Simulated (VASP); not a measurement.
Crystal: GaN.

```
Ga N
1.0
     3.18000    0.00000    0.00000
    -1.59000    2.75396    0.00000
     0.00000    0.00000    5.16600
Ga N
2 2
Direct
  0.66667 0.33333 0.50000
  0.33333 0.66667 0.00000
  0.66667 0.33333 0.87500
  0.33333 0.66667 0.37500
```

- Program: VASP 6.6.1
- Task: relaxation of cell and atoms
- Functional: revPBE
- Potentials or basis: VASP PAW PBE potentials, release 64 (Ga_d, N)
- Cutoff: 600 eV
- k mesh: 7 × 7 × 4
- Occupations: fermi-dirac, width 0.05 eV
- Spin: no spin polarisation

At the start: pressure 10.0 GPa; volume 11.31 Å³/atom.

Task: Where does the relaxation end?

Result: Over 3 steps the energy falls by 19.5 meV/atom and the volume is 11.95 Å³/atom (+5.7 %); space group P6_3mc (No. 186, to 0.05 Å).

The path:
| step | energy change (eV) | largest force (eV/Å) | pressure (GPa) | volume (Å³) |
| --- | --- | --- | --- | --- |
| 1 | 0.0000 | 0.1376 | 10.04 | 45.24 |
| 2 | -0.0284 | 0.0495 | -6.69 | 50.04 |
| 3 | -0.0780 | 0.0118 | -0.03 | 47.81 |

Final structure:
```xyz
4
Lattice="3.2350 0.0000 0.0000 -1.6175 2.8016 0.0000 0.0000 0.0000 5.2756" Properties=species:S:1:pos:R:3 pbc="T T T"
Ga    1.6175    0.9339    2.6340
Ga    0.0000    1.8677    5.2718
N     1.6175    0.9339    4.6199
N     0.0000    1.8677    1.9822
```

Caveat: the PAW data sets were made with another functional, which shifts forces and pressure a little.
